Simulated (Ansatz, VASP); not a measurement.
## Two plane-wave programs on Ta

The input INCAR:

```
SYSTEM = Ta
PREC = Accurate ; ENCUT = 520
EDIFF = 1E-7 ; ISMEAR = 0
SIGMA = 0.1 ; LREAL = .False.
LASPH = .True. ; NELM = 80
ALGO = Normal ; ISIF = 2
LWAVE = .False. ; LCHARG = .True.
GGA = PS ; LELF = .True.
LVHAR = .True. ; NBANDS = 18
```

File KPOINTS:

```
Automatic mesh
0
Gamma
  14 14 7
  0 0 0
```

The input POSCAR:

```
Ta
1.0
    2.9003720000      0.0000000000      0.0000000000
   -1.4501860000      2.5117960000      0.0000000000
    0.0000000000      0.0000000000      5.1146112600
Ta
2
Direct
    0.6666666667      0.3333333333      0.7500000000
    0.3333333333      0.6666666667      0.2500000000
```

Input for Ansatz:

```yaml
crystal:
  lattice:
    - [2.900372, 0.0, 0.0]
    - [-1.450186, 2.511796, 0.0]
    - [0.0, 0.0, 5.114611259999999]
  atoms:
    - { symbol: Ta, position: [0.6666666666666666, 0.3333333333333333, 0.75] }
    - { symbol: Ta, position: [0.3333333333333333, 0.6666666666666666, 0.25] }
basis:
  ecutwfc: 557.833418042754
kpoints:
  mp_grid:
    grid: [14, 14, 7]
hamiltonian:
  xc: pbesol
scf:
  occupations:
    method: gaussian
    width: 0.1
output:
  stress: true
```

Alike in both runs: task single point; functional PBEsol; k mesh 14 × 14 × 7; occupations gaussian, width 0.1 eV; no spin polarisation.

|  | VASP | Ansatz |
| --- | --- | --- |
| version | VASP 6.6.1 | Ansatz 0.2.0 |
| potentials or method | VASP PAW PBE potentials, release 64 (Ta_pv), cutoff 520 eV | plane waves, PAW |
| valence electrons in the cell | 22 | 26 |

```csv
,VASP,Ansatz,Ansatz less VASP
pressure (GPa),-5.2,-5.3,-0.10
"traceless stress, the component that is largest in VASP (GPa)",0.82,0.81,-0.008
```

VASP's potentials were made for PBE, not for PBEsol. VASP's potentials hold 22 valence electrons a cell and Ansatz's 26, so a difference there can come from the potentials and not from the codes.

Neither program's run includes spin-orbit coupling.
